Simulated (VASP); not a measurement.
# GaSb (I-4m2) in VASP: further runs

The runs below take GaSb through single point, with PBEsol.

All numbers are computed with VASP 6.6.1; they aren't measurements. Logs are shortened: lines on timing, memory, paths and dates and some standing lists are left out, and cuts for length are marked.

## Step 1: The cell of the first run

The structure is tetragonal, space group I-4m2 (No. 119). The conventional cell has a = 5.507 Å, b = 5.507 Å, c = 3.181 Å, α = 90.00°, β = 90.00°, γ = 90.00°. Ga (site symmetry -4m2) has 8 Sb at 2.87 to 3.64 Å and 2 Ga at 3.18 Å within 3.8 Å. Within 3.8 Å of Sb (site symmetry -4m2) lie 8 Ga at 2.87 to 3.64 Å and 2 Sb at 3.18 Å.

## Step 2: Single point, PBEsol

Input file INCAR:

```
SYSTEM = GaSb
  PREC = Accurate
  ENCUT = 500
  EDIFF = 1E-6
  ISMEAR = 1
  SIGMA = 0.05
  LREAL = .False.
  LASPH = .True.
  NELM = 120
  ALGO = Normal
  ISIF = 2
  LWAVE = .False.
  LCHARG = .False.
  GGA = PS
  NBANDS = 16
  GGA_COMPAT = .False.
```

Input file KPOINTS:

```
regular mesh
0
Gamma
  4 4 4
  0 0 0
```

Input file POSCAR:

```
GaSb
1.0
   -2.7534340000      2.7534340000      1.5907070000
    2.7534340000     -2.7534340000      1.5907070000
    2.7534340000      2.7534340000     -1.5907070000
Ga Sb
1 1
Direct
    0.2500000000      0.7500000000      0.5000000000
    0.0000000000      0.0000000000      0.0000000000
```

Potentials or basis: VASP PAW PBE potentials, release 64 (Ga_d, Sb).

Started as:

```bash
$ cat potpaw_PBE.64/Ga_d/POTCAR potpaw_PBE.64/Sb/POTCAR > POTCAR
$ mpirun -np 1 vasp_std > vasp.out
```

OUTCAR:

```text
SYSTEM = GaSb
   PREC = Accurate
   ENCUT = 500
   EDIFF = 1E-6
   ISMEAR = 1
   LREAL = .False.
   LASPH = .True.
   NELM = 120
   ISIF = 2
   GGA = PS

 ion  position               nearest neighbor table
   1  0.250  0.750  0.500-   2 2.87   2 2.87   2 2.87   2 2.87
   2  0.000  0.000  0.000-   1 2.87   1 2.87   1 2.87   1 2.87

  LATTYP: Found a body centered tetragonal cell.
 ALAT       =     5.5068680000
 C/A-ratio  =     0.5777174975

  Lattice vectors:

 A1 = (  -2.7534340000,   2.7534340000,   1.5907070000)
 A2 = (   2.7534340000,  -2.7534340000,   1.5907070000)
 A3 = (   2.7534340000,   2.7534340000,  -1.5907070000)

Analysis of symmetry for initial positions (statically):
=====================================================================
 Subroutine PRICEL returns:
 Original cell was already a primitive cell.

 Routine SETGRP: Setting up the symmetry group for a
 body centered tetragonal supercell.

 Subroutine GETGRP returns: Found  8 space group operations
 (whereof  8 operations were pure point group operations)
 out of a pool of 16 trial point group operations.

The static configuration has the point symmetry D_2d.

Analysis of symmetry for dynamics (positions and initial velocities):
=====================================================================
 Subroutine PRICEL returns:
 Original cell was already a primitive cell.

 Routine SETGRP: Setting up the symmetry group for a
 body centered tetragonal supercell.

 Subroutine GETGRP returns: Found  8 space group operations
 (whereof  8 operations were pure point group operations)
 out of a pool of 16 trial point group operations.

The dynamic configuration has the point symmetry D_2d.

 Subroutine INISYM returns: Found  8 space group operations
 (whereof  8 operations are pure point group operations),
 and found     1 'primitive' translations

----------------------------------------------------------------------------------------

                                     Primitive cell

  volume of cell :      48.2391

  direct lattice vectors                    reciprocal lattice vectors
    -2.753434000  2.753434000  1.590707000     0.000000000  0.181591424  0.314325643
     2.753434000 -2.753434000  1.590707000     0.181591424  0.000000000  0.314325643
     2.753434000  2.753434000 -1.590707000     0.181591424  0.181591424  0.000000000

  length of vectors
     4.206322187  4.206322187  4.206322187     0.363009717  0.363009717  0.256809054

  position of ions in fractional coordinates (direct lattice)
     0.250000000  0.750000000  0.500000000
     0.000000000  0.000000000  0.000000000

  ion indices of the primitive-cell ions
   primitive index   ion index
                 1           1
                 2           2

----------------------------------------------------------------------------------------

 KPOINTS: regular mesh

Automatic generation of k-mesh.
 Grid dimensions read from file:
 generate k-points for:    4    4    4

 Generating k-lattice:

  Cartesian coordinates                     Fractional coordinates (reciprocal lattice)
     0.000000000  0.045397856  0.078581411     0.250000000 -0.000000000  0.000000000
     0.045397856  0.000000000  0.078581411    -0.000000000  0.250000000  0.000000000
     0.045397856  0.045397856  0.000000000     0.000000000  0.000000000  0.250000000

  Length of vectors
     0.090752429  0.090752429  0.064202264

  Shift w.r.t. Gamma in fractional coordinates (k-lattice)
     0.000000000  0.000000000  0.000000000

 Subroutine IBZKPT returns following result:
 ===========================================

 Found     13 irreducible k-points:

 Following reciprocal coordinates:
            Coordinates               Weight
  0.000000  0.000000  0.000000      1.000000
  0.250000 -0.000000  0.000000      8.000000
  0.500000 -0.000000  0.000000      4.000000
  0.250000  0.250000  0.000000      8.000000
  0.500000  0.250000  0.000000     16.000000
 -0.250000  0.250000  0.000000      4.000000
  0.500000  0.500000  0.000000      2.000000
  0.250000  0.250000  0.250000      2.000000
 -0.250000  0.250000  0.250000      4.000000
  0.500000  0.500000  0.250000      4.000000
 -0.250000  0.500000  0.250000      8.000000
 -0.250000 -0.250000  0.250000      2.000000
  0.500000  0.500000  0.500000      1.000000
   k-points           NKPTS =     13   k-points in BZ     NKDIM =     13   number of bands    NBANDS=     16
   number of dos      NEDOS =    301   number of ions     NIONS =      2
   total plane-waves  NPLWV =  32768
   dimension x,y,z NGX =    32 NGY =   32 NGZ =   32
   dimension x,y,z NGXF=    64 NGYF=   64 NGZF=   64
   ions per type =               1   1
   NGX,Y,Z   is equivalent  to a cutoff of  12.65, 12.65, 12.65 a.u.
   NGXF,Y,Z  is equivalent  to a cutoff of  25.29, 25.29, 25.29 a.u.
 SYSTEM =  GaSb
   PREC   = accura    normal or accurate (medium, high low for compatibility)
   ISTART =      0    job   : 0-new  1-cont  2-samecut
   ICHARG =      2    charge: 1-file 2-atom 10-const
   ISPIN  =      1    spin polarized calculation?
   LNONCOLLINEAR =      F non collinear calculations
   LSORBIT =      F    spin-orbit coupling
   LASPH  =      T    aspherical Exc in radial PAW
   ENCUT  =  500.0 eV  36.75 Ry    6.06 a.u.   7.67  7.67  7.67*2*pi/ulx,y,z
   NELM   =    120;   NELMIN=  2; NELMDL= -5     # of ELM steps
   EDIFF  = 0.1E-05   stopping-criterion for ELM
   LREAL  =      F    real-space projection
   EDIFFG = 0.1E-04   stopping-criterion for IOM
   NSW    =      0    number of steps for IOM
   IBRION =     -1    ionic relax: 0-MD 1-quasi-New 2-CG
   NFREE  =      0    steps in history (QN), initial steepest desc. (CG)
   ISIF   =      2    stress and relaxation
   ISYM   =      2    0-nonsym 1-usesym 2-fastsym
   POTIM  = 0.5000    time-step for ionic-motion
   TEBEG  =    0.0;   TEEND  =   0.0 temperature during run
   PSTRESS=    0.0 pullay stress
   NELECT =      18.0000    total number of electrons
   NUPDOWN=      -1.0000    fix difference up-down
   EMIN   =  10.00;   EMAX   =-10.00  energy-range for DOS
   EFERMI =   0.00;   METHOD = LEGACY
   ISMEAR =     1;   SIGMA  =   0.05  broadening in eV -4-tet -1-fermi 0-gaus
   EFERMI_NEDOS =   21; number of points for ismear=-14 and -15
   IALGO  =     38    algorithm
   IMIX   =      4    mixing-type and parameters
     AMIX     =   0.40;   BMIX     =  1.00
     AMIX_MAG =   1.60;   BMIX_MAG =  1.00
  volume/ion in A,a.u.               =      24.12       162.77
  Fermi-wavevector in a.u.,A,eV,Ry     =   1.178598  2.227228 18.899772  1.389094
  Thomas-Fermi vector in A             =   2.314924
   LORBIT       =      0    0 simple, 1 ext, 2 COOP (PROOUT), +10 PAW based schemes
   GGA     = PS    functional components
   LHFCALC =     F    Hartree Fock is set to
   AEXX    =    0.0000 exact exchange contribution
   IVDW    =     0    specifies the selected vdW correction
   LEPSILON=     F    determine dielectric tensor
   LRPA    =     F    only Hartree local field effects (RPA)
 non-spin polarized calculation
 Methfessel and Paxton  Order N= 1 SIGMA  =   0.05
  energy-cutoff  :      500.00
  volume of cell :       48.24
 maximum number of plane-waves:      1253
 NGX is ok and might be reduce to    32
   NGX = 15   NGY = 15   NGZ = 15

 number of electron      17.9999994 magnetization

 Free energy of the ion-electron system (eV)
  ---------------------------------------------------
  ext. energy  EPLUGINS =         0.00000000
  ---------------------------------------------------
  free energy    TOTEN  =        -7.86489659 eV

  energy without entropy =       -7.86373396  energy(sigma->0) =       -7.86450905

 E-fermi :   6.3852     XC(G=0): -10.3677

 val. band max:        6.3694747610   @ k =   0.2500  -0.0000   0.0000
 cond. band min:       6.4297781632   @ k =   0.5000   0.5000   0.0000
 fundamental gap:      0.0603034022
 Fermi energy:         6.3852232025

 k-point     1 :       0.0000    0.0000    0.0000
  band No.  band energies     occupation
      1      -8.6262      2.00000
      2      -8.5496      2.00000
      3      -8.5424      2.00000
      4      -8.5170      2.00000
      5      -8.5170      2.00000
      6      -5.5237      2.00000
[... 8 lines left out ...]
     15      16.3735      0.00000
     16      17.0954      0.00000

 k-point     2 :       0.2500   -0.0000    0.0000
  band No.  band energies     occupation
      1      -8.5657      2.00000
      2      -8.5549      2.00000
      3      -8.5470      2.00000
      4      -8.5412      2.00000
      5      -8.5290      2.00000
      6      -4.3464      2.00000
[... 8 lines left out ...]
     15      14.0044      0.00000
     16      16.2518      0.00000

 k-point     3 :       0.5000   -0.0000    0.0000
  band No.  band energies     occupation
      1      -8.5828      2.00000
      2      -8.5746      2.00000
      3      -8.5571      2.00000
      4      -8.5179      2.00000
      5      -8.4914      2.00000
      6      -1.8964      2.00000
[... 8 lines left out ...]
     15      16.8007      0.00000
     16      17.2933      0.00000

 k-point     4 :       0.2500    0.2500    0.0000
  band No.  band energies     occupation
      1      -8.5799      2.00000
      2      -8.5731      2.00000
      3      -8.5593      2.00000
      4      -8.5193      2.00000
      5      -8.4923      2.00000
      6      -1.9479      2.00000
[... 8 lines left out ...]
     15      15.6311      0.00000
     16      16.3359      0.00000

 k-point     5 :       0.5000    0.2500    0.0000
  band No.  band energies     occupation
      1      -8.5704      2.00000
      2      -8.5564      2.00000
      3      -8.5471      2.00000
      4      -8.5396      2.00000
      5      -8.5229      2.00000
      6      -3.3926      2.00000
[... 8 lines left out ...]
     15      16.2528      0.00000
     16      17.1064      0.00000

 k-point     6 :      -0.2500    0.2500    0.0000
  band No.  band energies     occupation
      1      -8.6217      2.00000
      2      -8.5593      2.00000
      3      -8.5364      2.00000
      4      -8.5181      2.00000
      5      -8.5126      2.00000
      6      -4.9852      2.00000
[... 8 lines left out ...]
     15      15.3968      0.00000
     16      16.2635      0.00000

 k-point     7 :       0.5000    0.5000    0.0000
  band No.  band energies     occupation
      1      -8.6179      2.00000
      2      -8.5685      2.00000
      3      -8.5303      2.00000
      4      -8.5193      2.00000
      5      -8.5084      2.00000
      6      -4.0142      2.00000
[... 8 lines left out ...]
     15      15.7004      0.00000
     16      18.3505      0.00000

 k-point     8 :       0.2500    0.2500    0.2500
  band No.  band energies     occupation
      1      -8.5808      2.00000
      2      -8.5686      2.00000
      3      -8.5578      2.00000
      4      -8.5214      2.00000
      5      -8.4907      2.00000
      6      -1.5941      2.00000
[... 8 lines left out ...]
     15      13.8303      0.00000
     16      14.4623      0.00000

 k-point     9 :      -0.2500    0.2500    0.2500
  band No.  band energies     occupation
      1      -8.6206      2.00000
      2      -8.5793      2.00000
      3      -8.5287      2.00000
      4      -8.5137      2.00000
      5      -8.5133      2.00000
      6      -4.4480      2.00000
[... 8 lines left out ...]
     15      16.6523      0.00000
     16      17.1907      0.00000

 k-point    10 :       0.5000    0.5000    0.2500
  band No.  band energies     occupation
      1      -8.6187      2.00000
      2      -8.5988      2.00000
      3      -8.5210      2.00000
      4      -8.5146      2.00000
      5      -8.5095      2.00000
      6      -3.5298      2.00000
[... 8 lines left out ...]
     15      17.2606      0.00000
     16      18.7839      0.00000

 k-point    11 :      -0.2500    0.5000    0.2500
  band No.  band energies     occupation
      1      -8.5949      2.00000
      2      -8.5562      2.00000
      3      -8.5436      2.00000
      4      -8.5399      2.00000
      5      -8.5147      2.00000
      6      -2.5805      2.00000
[... 8 lines left out ...]
     15      17.7836      0.00000
     16      18.7201      0.00000

 k-point    12 :      -0.2500   -0.2500    0.2500
  band No.  band energies     occupation
      1      -8.5721      2.00000
      2      -8.5721      2.00000
      3      -8.5688      2.00000
      4      -8.5198      2.00000
      5      -8.4958      2.00000
      6      -2.2586      2.00000
[... 8 lines left out ...]
     15      18.2462      0.00000
     16      18.2462      0.00000

 k-point    13 :       0.5000    0.5000    0.5000
  band No.  band energies     occupation
      1      -8.6264      2.00000
      2      -8.6196      2.00000
      3      -8.5115      2.00000
      4      -8.5107      2.00000
      5      -8.5107      2.00000
      6      -2.8428      2.00000
[... 8 lines left out ...]
     15      19.8670      0.00000
     16      20.0285      0.00000

------------------------ aborting loop because EDIFF is reached ----------------------------------------

  FORCE on cell =-STRESS in cart. coord.  units (eV):
  Direction    XX          YY          ZZ          XY          YZ          ZX
  --------------------------------------------------------------------------------------
  -------------------------------------------------------------------------------------
  Total       -2.0741766     -2.0741766      0.6156541      0.0000000      0.0000000     -0.0000000
  in kB      -68.8900966    -68.8900966     20.4478593      0.0000000      0.0000000     -0.0000000
  external PRESSURE =     -39.1107780 kB  Pullay stress =       0.0000000 kB

 VOLUME and BASIS-vectors are now :
 -----------------------------------------------------------------------------
  energy-cutoff  :      500.00
  volume of cell :       48.24
      direct lattice vectors                 reciprocal lattice vectors
    -2.753434000  2.753434000  1.590707000     0.000000000  0.181591424  0.314325643
     2.753434000 -2.753434000  1.590707000     0.181591424  0.000000000  0.314325643
     2.753434000  2.753434000 -1.590707000     0.181591424  0.181591424  0.000000000

 POSITION                                       TOTAL-FORCE (eV/Angst)
 -----------------------------------------------------------------------------------
      2.75343      0.00000      0.79535         0.000000      0.000000      0.000000
      0.00000      0.00000      0.00000        -0.000000     -0.000000     -0.000000
 -----------------------------------------------------------------------------------
    total drift:                                0.000000     -0.000000      0.000000

  FREE ENERGIE OF THE ION-ELECTRON SYSTEM (eV)
  ---------------------------------------------------
  free  energy   TOTEN  =        -7.8648965907 eV

  energy  without entropy=       -7.8637339616  energy(sigma->0) =       -7.86450905
```

Run time: 6.4 s. Hardware: 1 thread of Intel Xeon 6975P-C (Granite Rapids), shared host; peak memory 0.17 GiB.

Results:

```yaml
Free_energy: -7.8649 eV
Pressure: -3.9 GPa
Band_gap_on_the_k_mesh: zero (band 9 reaches 8.15 eV, above the bottom of band 10 at 4.67 eV)
```

Levels at points of the mesh, in eV from the Fermi level:
```csv
k point,band 5,band 6,band 7,band 8,band 9,band 10,band 11,band 12,band 13,band 14
"(0.00, 0.00, 0.00)",-14.90,-11.91,-2.95,-1.85,-1.85,3.40,5.12,7.08,7.08,7.40
"(0.50, 0.00, 0.00)",-14.88,-8.28,-5.58,-2.37,-1.50,-1.16,2.40,3.25,5.11,8.07
"(0.50, 0.50, 0.00)",-14.89,-10.40,-8.07,0.04,1.76,2.13,2.35,4.64,6.48,8.48
"(0.50, 0.50, 0.50)",-14.90,-9.23,-5.98,-4.96,-4.96,3.50,4.92,10.34,10.34,12.63
```

Caveat: the k points lie up to 0.57 Å⁻¹ apart; the PAW data sets were made with another functional, which shifts forces and pressure a little; spin-orbit coupling is left out, which moves the levels of the heavy elements.

[end of part 1 of 2]
